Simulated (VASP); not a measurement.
# CdI2 (P-3m1) in VASP: single point with PBE

Aim: the single point of CdI2 with PBE.

Program: VASP 6.6.1. These are calculated values, not measurements. Logs are shortened: lines on timing, memory, paths and dates and some standing lists are left out, and cuts for length are marked.

### Step 1. The cell of the first run

The structure is trigonal, space group P-3m1 (No. 164). The conventional cell has a = 4.244 Å, b = 4.244 Å, c = 6.859 Å, α = 90.00°, β = 90.00°, γ = 120.00°. Cd (site symmetry -3m) has 6 I at 3.00 Å within 4.0 Å. Within 4.0 Å of I (site symmetry 3m) lie 3 Cd at 3.00 Å.

### Step 2. Single point, PBE

File INCAR:

```
SYSTEM = CdI2
  PREC = Accurate
  ENCUT = 500
  EDIFF = 1E-6
  ISMEAR = -1
  SIGMA = 0.02
  LREAL = .FALSE.
  LASPH = .TRUE.
  NELM = 120
  ALGO = Normal
  ISIF = 2
  LWAVE = .FALSE.
  LCHARG = .FALSE.
  GGA = PE
  NBANDS = 20
  GGA_COMPAT = .FALSE.
```

File KPOINTS:

```
Automatic mesh
0
G
  8 8 4
  0 0 0
```

File POSCAR:

```
CdI2
1.0
    4.2440000000      0.0000000000      0.0000000000
   -2.1220000000      3.6754118137      0.0000000000
    0.0000000000      0.0000000000      6.8590000000
Cd I
1 2
Direct
    0.0000000000      0.0000000000      0.0000000000
    0.3333333333      0.6666666667      0.2524926357
    0.6666666667      0.3333333333      0.7475073643
```

Potentials or basis: VASP PAW PBE potentials, release 64 (Cd, I).

Launch:

```
> cat potpaw_PBE.64/Cd/POTCAR potpaw_PBE.64/I/POTCAR > POTCAR
> mpirun -np 1 vasp_std > vasp.out
```

OUTCAR:

```text
SYSTEM = CdI2
   PREC = Accurate
   ENCUT = 500
   EDIFF = 1E-6
   ISMEAR = -1
   LREAL = .FALSE.
   LASPH = .TRUE.
   NELM = 120
   ISIF = 2
   GGA = PE

 ion  position               nearest neighbor table
   1  0.000  0.000  0.000-   2 3.00   3 3.00   3 3.00   2 3.00   3 3.00   2 3.00
   2  0.333  0.667  0.252-   1 3.00   1 3.00   1 3.00
   3  0.667  0.333  0.748-   1 3.00   1 3.00   1 3.00

  LATTYP: Found a hexagonal cell.
 ALAT       =     4.2440000000
 C/A-ratio  =     1.6161639962

  Lattice vectors:

 A1 = (   4.2440000000,   0.0000000000,   0.0000000000)
 A2 = (  -2.1220000000,   3.6754118137,   0.0000000000)
 A3 = (   0.0000000000,   0.0000000000,   6.8590000000)

Analysis of symmetry for initial positions (statically):
=====================================================================
 Subroutine PRICEL returns:
 Original cell was already a primitive cell.

 Routine SETGRP: Setting up the symmetry group for a
 hexagonal supercell.

 Subroutine GETGRP returns: Found 12 space group operations
 (whereof 12 operations were pure point group operations)
 out of a pool of 24 trial point group operations.

The static configuration has the point symmetry D_3d.

Analysis of symmetry for dynamics (positions and initial velocities):
=====================================================================
 Subroutine PRICEL returns:
 Original cell was already a primitive cell.

 Routine SETGRP: Setting up the symmetry group for a
 hexagonal supercell.

 Subroutine GETGRP returns: Found 12 space group operations
 (whereof 12 operations were pure point group operations)
 out of a pool of 24 trial point group operations.

The dynamic configuration has the point symmetry D_3d.

 Subroutine INISYM returns: Found 12 space group operations
 (whereof 12 operations are pure point group operations),
 and found     1 'primitive' translations

----------------------------------------------------------------------------------------

                                     Primitive cell

  volume of cell :     106.9898

  direct lattice vectors                    reciprocal lattice vectors
     4.244000000  0.000000000  0.000000000     0.235626767  0.136039177  0.000000000
    -2.122000000  3.675411814  0.000000000     0.000000000  0.272078355  0.000000000
     0.000000000  0.000000000  6.859000000     0.000000000  0.000000000  0.145793847

  length of vectors
     4.244000000  4.244000000  6.859000000     0.272078355  0.272078355  0.145793847

  position of ions in fractional coordinates (direct lattice)
     0.000000000  0.000000000  0.000000000
     0.333333333  0.666666667  0.252492636
     0.666666667  0.333333333  0.747507364

  ion indices of the primitive-cell ions
   primitive index   ion index
                 1           1
                 2           2
                 3           3

----------------------------------------------------------------------------------------

 KPOINTS: Automatic mesh

Automatic generation of k-mesh.
 Grid dimensions read from file:
 generate k-points for:    8    8    4

 Generating k-lattice:

  Cartesian coordinates                     Fractional coordinates (reciprocal lattice)
     0.029453346  0.017004897  0.000000000     0.125000000  0.000000000  0.000000000
     0.000000000  0.034009794  0.000000000     0.000000000  0.125000000  0.000000000
     0.000000000  0.000000000  0.036448462     0.000000000  0.000000000  0.250000000

  Length of vectors
     0.034009794  0.034009794  0.036448462

  Shift w.r.t. Gamma in fractional coordinates (k-lattice)
     0.000000000  0.000000000  0.000000000

 Subroutine IBZKPT returns following result:
 ===========================================

 Found     35 irreducible k-points:

 Following reciprocal coordinates:
            Coordinates               Weight
  0.000000  0.000000  0.000000      1.000000
  0.125000 -0.000000  0.000000      6.000000
  0.250000 -0.000000  0.000000      6.000000
  0.375000  0.000000  0.000000      6.000000
  0.500000 -0.000000  0.000000      3.000000
  0.125000  0.125000  0.000000      6.000000
[... 16 lines left out ...]
 -0.125000  0.500000  0.250000     12.000000
  0.250000  0.250000  0.250000     12.000000
 [... further k-points ...]
   k-points           NKPTS =     35   k-points in BZ     NKDIM =     35   number of bands    NBANDS=     20
   number of dos      NEDOS =    301   number of ions     NIONS =      3
   total plane-waves  NPLWV =  51200
   dimension x,y,z NGX =    32 NGY =   32 NGZ =   50
   dimension x,y,z NGXF=    64 NGYF=   64 NGZF=  100
   ions per type =               1   2
   NGX,Y,Z   is equivalent  to a cutoff of  12.54, 12.54, 12.12 a.u.
   NGXF,Y,Z  is equivalent  to a cutoff of  25.07, 25.07, 24.24 a.u.
 SYSTEM =  CdI2
   PREC   = accura    normal or accurate (medium, high low for compatibility)
   ISTART =      0    job   : 0-new  1-cont  2-samecut
   ICHARG =      2    charge: 1-file 2-atom 10-const
   ISPIN  =      1    spin polarized calculation?
   LNONCOLLINEAR =      F non collinear calculations
   LSORBIT =      F    spin-orbit coupling
   LASPH  =      T    aspherical Exc in radial PAW
   ENCUT  =  500.0 eV  36.75 Ry    6.06 a.u.   7.74  7.74 12.51*2*pi/ulx,y,z
   NELM   =    120;   NELMIN=  2; NELMDL= -5     # of ELM steps
   EDIFF  = 0.1E-05   stopping-criterion for ELM
   LREAL  =      F    real-space projection
   EDIFFG = 0.1E-04   stopping-criterion for IOM
   NSW    =      0    number of steps for IOM
   IBRION =     -1    ionic relax: 0-MD 1-quasi-New 2-CG
   NFREE  =      0    steps in history (QN), initial steepest desc. (CG)
   ISIF   =      2    stress and relaxation
   ISYM   =      2    0-nonsym 1-usesym 2-fastsym
   POTIM  = 0.5000    time-step for ionic-motion
   TEBEG  =    0.0;   TEEND  =   0.0 temperature during run
   PSTRESS=    0.0 pullay stress
   NELECT =      26.0000    total number of electrons
   NUPDOWN=      -1.0000    fix difference up-down
   EMIN   =  10.00;   EMAX   =-10.00  energy-range for DOS
   EFERMI =   0.00;   METHOD = LEGACY
   ISMEAR =    -1;   SIGMA  =   0.02  broadening in eV -4-tet -1-fermi 0-gaus
   EFERMI_NEDOS =   21; number of points for ismear=-14 and -15
   IALGO  =     38    algorithm
   IMIX   =      4    mixing-type and parameters
     AMIX     =   0.40;   BMIX     =  1.00
     AMIX_MAG =   1.60;   BMIX_MAG =  1.00
  volume/ion in A,a.u.               =      35.66       240.67
  Fermi-wavevector in a.u.,A,eV,Ry     =   1.021610  1.930563 14.200229  1.043687
  Thomas-Fermi vector in A             =   2.155244
   LORBIT       =      0    0 simple, 1 ext, 2 COOP (PROOUT), +10 PAW based schemes
   GGA     = PE    functional components
   LHFCALC =     F    Hartree Fock is set to
   AEXX    =    0.0000 exact exchange contribution
   IVDW    =     0    specifies the selected vdW correction
   LEPSILON=     F    determine dielectric tensor
   LRPA    =     F    only Hartree local field effects (RPA)
 non-spin polarized calculation
  energy-cutoff  :      500.00
  volume of cell :      106.99
 maximum number of plane-waves:      2738
 NGX is ok and might be reduce to    32
   NGX = 15   NGY = 15   NGZ = 25

 number of electron      25.9999996 magnetization

 Free energy of the ion-electron system (eV)
  ---------------------------------------------------
  ext. energy  EPLUGINS =         0.00000000
  ---------------------------------------------------
  free energy    TOTEN  =        -5.48961397 eV

  energy without entropy =       -5.48961397  energy(sigma->0) =       -5.48961397

 E-fermi :   2.4832     XC(G=0):  -8.5838

 val. band max:        2.0422272137   @ k =   0.1250  -0.0000   0.2500
 cond. band min:       4.3608433806   @ k =   0.5000  -0.0000   0.5000
 fundamental gap:      2.3186161669
 Fermi energy:         2.4831956633

 k-point     1 :       0.0000    0.0000    0.0000
  band No.  band energies     occupation
      1     -10.0777      2.00000
      2      -9.3788      2.00000
      3      -5.5575      2.00000
      4      -5.5575      2.00000
      5      -5.4468      2.00000
      6      -5.3664      2.00000
[... 12 lines left out ...]
     19      11.0801      0.00000
     20      11.2060      0.00000

 k-point     2 :       0.1250   -0.0000    0.0000
  band No.  band energies     occupation
      1     -10.0014      2.00000
      2      -9.3670      2.00000
      3      -5.5460      2.00000
      4      -5.5219      2.00000
      5      -5.4309      2.00000
      6      -5.3699      2.00000
[... 12 lines left out ...]
     19      10.4680      0.00000
     20      11.0711      0.00000

 k-point     3 :       0.2500   -0.0000    0.0000
  band No.  band energies     occupation
      1      -9.8014      2.00000
      2      -9.3428      2.00000
      3      -5.5267      2.00000
      4      -5.4575      2.00000
      5      -5.3845      2.00000
      6      -5.3592      2.00000
[... 12 lines left out ...]
     19      10.0443      0.00000
     20      11.1261      0.00000

 k-point     4 :       0.3750    0.0000    0.0000
  band No.  band energies     occupation
      1      -9.5634      2.00000
      2      -9.3360      2.00000
      3      -5.5200      2.00000
      4      -5.4505      2.00000
      5      -5.3658      2.00000
      6      -5.3201      2.00000
[... 12 lines left out ...]
     19      10.8394      0.00000
     20      11.4225      0.00000

 k-point     5 :       0.5000   -0.0000    0.0000
  band No.  band energies     occupation
      1      -9.4052      2.00000
      2      -9.3854      2.00000
      3      -5.5204      2.00000
      4      -5.4573      2.00000
      5      -5.3601      2.00000
      6      -5.3042      2.00000
[... 12 lines left out ...]
     19      11.2026      0.00000
     20      11.7679      0.00000

 k-point     6 :       0.1250    0.1250    0.0000
  band No.  band energies     occupation
      1      -9.8631      2.00000
      2      -9.3487      2.00000
      3      -5.5308      2.00000
      4      -5.4635      2.00000
      5      -5.4067      2.00000
      6      -5.3675      2.00000
[... 12 lines left out ...]
     19       9.6495      0.00000
     20      11.2781      0.00000

 k-point     7 :       0.2500    0.1250    0.0000
  band No.  band energies     occupation
      1      -9.6438      2.00000
      2      -9.3301      2.00000
      3      -5.5128      2.00000
      4      -5.4315      2.00000
      5      -5.3746      2.00000
      6      -5.3353      2.00000
[... 12 lines left out ...]
     19       9.7941      0.00000
     20      11.4142      0.00000
[... 277 lines left out ...]
 k-point    20 :       0.2500    0.1250    0.2500
  band No.  band energies     occupation
      1      -9.5902      2.00000
      2      -9.3887      2.00000
      3      -5.5111      2.00000
      4      -5.4326      2.00000
      5      -5.3733      2.00000
      6      -5.3351      2.00000
[... 12 lines left out ...]
     19      10.2447      0.00000
     20      11.2853      0.00000

 k-point    21 :      -0.1250    0.3750    0.2500
  band No.  band energies     occupation
      1      -9.6120      2.00000
      2      -9.3626      2.00000
      3      -5.5107      2.00000
      4      -5.4374      2.00000
      5      -5.3738      2.00000
      6      -5.3405      2.00000
[... 12 lines left out ...]
     19       9.8399      0.00000
     20      10.9715      0.00000

 k-point    22 :       0.3750    0.1250    0.2500
  band No.  band energies     occupation
      1      -9.4044      2.00000
      2      -9.3859      2.00000
      3      -5.4976      2.00000
      4      -5.4400      2.00000
      5      -5.3553      2.00000
      6      -5.3168      2.00000
[... 12 lines left out ...]
     19      11.1474      0.00000
     20      11.9638      0.00000

 k-point    23 :      -0.1250    0.5000    0.2500
  band No.  band energies     occupation
      1      -9.4592      2.00000
      2      -9.3278      2.00000
      3      -5.4965      2.00000
      4      -5.4413      2.00000
      5      -5.3574      2.00000
      6      -5.3172      2.00000
[... 12 lines left out ...]
     19      10.9535      0.00000
     20      11.5875      0.00000

 k-point    24 :       0.2500    0.2500    0.2500
  band No.  band energies     occupation
      1      -9.4460      2.00000
      2      -9.3448      2.00000
      3      -5.4685      2.00000
      4      -5.4113      2.00000
      5      -5.3650      2.00000
      6      -5.3170      2.00000
[... 12 lines left out ...]
     19       9.8842      0.00000
     20      11.1240      0.00000

 [... further k-points ...]

------------------------ aborting loop because EDIFF is reached ----------------------------------------

  FORCE on cell =-STRESS in cart. coord.  units (eV):
  Direction    XX          YY          ZZ          XY          YZ          ZX
  --------------------------------------------------------------------------------------
  -------------------------------------------------------------------------------------
  Total        1.1025743      1.1025743      0.9863113      0.0000000     -0.0000000     -0.0000000
  in kB       16.5111101     16.5111101     14.7700654      0.0000000     -0.0000000     -0.0000000
  external PRESSURE =      15.9307619 kB  Pullay stress =       0.0000000 kB

 VOLUME and BASIS-vectors are now :
 -----------------------------------------------------------------------------
  energy-cutoff  :      500.00
  volume of cell :      106.99
      direct lattice vectors                 reciprocal lattice vectors
     4.244000000  0.000000000  0.000000000     0.235626767  0.136039177  0.000000000
    -2.122000000  3.675411814  0.000000000     0.000000000  0.272078355  0.000000000
     0.000000000  0.000000000  6.859000000     0.000000000  0.000000000  0.145793847

 POSITION                                       TOTAL-FORCE (eV/Angst)
 -----------------------------------------------------------------------------------
      0.00000      0.00000      0.00000         0.000000      0.000000     -0.000000
     -0.00000      2.45027      1.73185         0.000000     -0.000000      0.018258
      2.12200      1.22514      5.12715        -0.000000      0.000000     -0.018258
 -----------------------------------------------------------------------------------
    total drift:                               -0.000000     -0.000000     -0.000000

  FREE ENERGIE OF THE ION-ELECTRON SYSTEM (eV)
  ---------------------------------------------------
  free  energy   TOTEN  =        -5.4896139706 eV

  energy  without entropy=       -5.4896139706  energy(sigma->0) =       -5.48961397
```

Run time: 61 s. Hardware: 1 thread of Oxide Virtual Turin-like, shared host; peak memory 0.21 GiB.

Results:

```yaml
Free_energy: -5.4896 eV
Pressure: 1.6 GPa
Largest_force: 0.018 eV/Å
Band_gap_on_the_k_mesh: 2.32 eV (least direct gap 2.57 eV)
```

Forces on the atoms (eV/Å):
```
Cd   0.000  0.000  0.000
I    0.000  0.000  0.018
I    0.000  0.000 -0.018
```

Levels at points of the mesh, in eV from the valence-band top:
```
           k point  band 9  band 10  band 11  band 12  band 13  band 14  band 15  band 16  band 17  band 18
(0.00, 0.00, 0.00)   -0.30    -0.30    -0.17    -0.17    -0.15     2.42     4.47     6.34     6.34     8.39
(0.50, 0.00, 0.00)   -2.74    -2.03    -1.51    -0.76    -0.15     2.63     4.97     5.88     6.45     7.49
(0.00, 0.00, 0.50)   -1.66    -0.44    -0.44    -0.02    -0.02     3.58     4.50     6.13     6.13     7.67
(0.50, 0.00, 0.50)   -3.20    -1.29    -1.22    -0.53    -0.49     2.32     4.88     5.77     6.60     7.24
```

Caveat: spin-orbit coupling is left out, which moves the levels of the heavy elements; this functional lacks dispersion, which binds layers or chains, so the pressure and a relaxed spacing across them are unreliable.
